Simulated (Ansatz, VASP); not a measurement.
**WS2 in VASP and in Ansatz**

File INCAR:

```
SYSTEM = WS2
PREC = Accurate
ENCUT = 520
EDIFF = 1E-7
ISMEAR = 0
SIGMA = 0.05
LREAL = .FALSE.
LASPH = .TRUE.
NELM = 100
ALGO = Normal
ISIF = 2
LWAVE = .FALSE.
LCHARG = .FALSE.
LDIPOL = .TRUE.
IDIPOL = 3
DIPOL = 0.5 0.5 0.383
GGA = PE
IVDW = 12
NBANDS = 35
```

KPOINTS

```
Automatic mesh
0
G
  9 9 1
  0 0 0
```

Contents of POSCAR:

```
WS2
1.0
    3.1595457497      0.0000000000      0.0000000000
   -1.5797728749      2.7362468836      0.0000000000
    0.0000000000      0.0000000000     23.8042575719
S W
4 2
Direct
    0.3333333333      0.6666666667      0.1890418126
    0.3333333333      0.6666666667      0.3214605103
    0.3333333333      0.6666666667      0.4449678279
    0.3333333333      0.6666666667      0.5773865255
    0.6666666667      0.3333333333      0.2552511581
    0.6666666667      0.3333333333      0.5111771733
```

Input for Ansatz:

```yaml
crystal:
  lattice:
    - [3.1595457497, 0.0, 0.0]
    - [-1.5797728749, 2.7362468836, 0.0]
    - [0.0, 0.0, 23.8042575719]
  atoms:
    - { symbol: S, position: [0.3333333333, 0.6666666667, 0.1890418126] }
    - { symbol: W, position: [0.6666666667, 0.3333333333, 0.2552511581] }
    - { symbol: S, position: [0.3333333333, 0.6666666667, 0.3214605103] }
    - { symbol: S, position: [0.3333333333, 0.6666666667, 0.4449678279] }
    - { symbol: W, position: [0.6666666667, 0.3333333333, 0.5111771733] }
    - { symbol: S, position: [0.3333333333, 0.6666666667, 0.5773865255] }
basis:
  ecutwfc: 420
kpoints:
  mp_grid: { grid: [9, 9, 1] }
hamiltonian:
  xc: pbe
  pseudopotentials: { kind: paw, azcp: { folder: soft_1 } }
  dispersion: d3bj
scf:
  occupations: { method: gaussian, width: 0.05 }
output:
  forces: true
  eigenvalues: true
efield:
  axis: 3
  dipole_correction: true
  ramp_width: 0.04
```

Alike in both runs: task single point; functional PBE; dispersion D3(BJ); k mesh 9 × 9 × 1; occupations gaussian, width 0.05 eV; no spin polarisation.

|  | VASP | Ansatz |
| --- | --- | --- |
| version | VASP 6.6.1 | Ansatz 0.2.0 |
| potentials or method | VASP PAW PBE potentials, release 64 (S, W_sv), cutoff 520 eV | scalar-relativistic, plane waves, PAW |
| valence electrons in the cell | 52 | 52 |

Ansatz gave:

```
gap on the k mesh at the Fermi level (eV) : 1.21
least direct gap on the mesh (eV)         : 1.87
rms of the force components (eV/Å)        : 0.222
```

Problem. What did VASP give for the same quantities?

Solution. gap on the k mesh at the Fermi level (eV): 1.22; least direct gap on the mesh (eV): 1.87; rms of the force components (eV/Å): 0.221.

Spin-orbit coupling is off throughout.
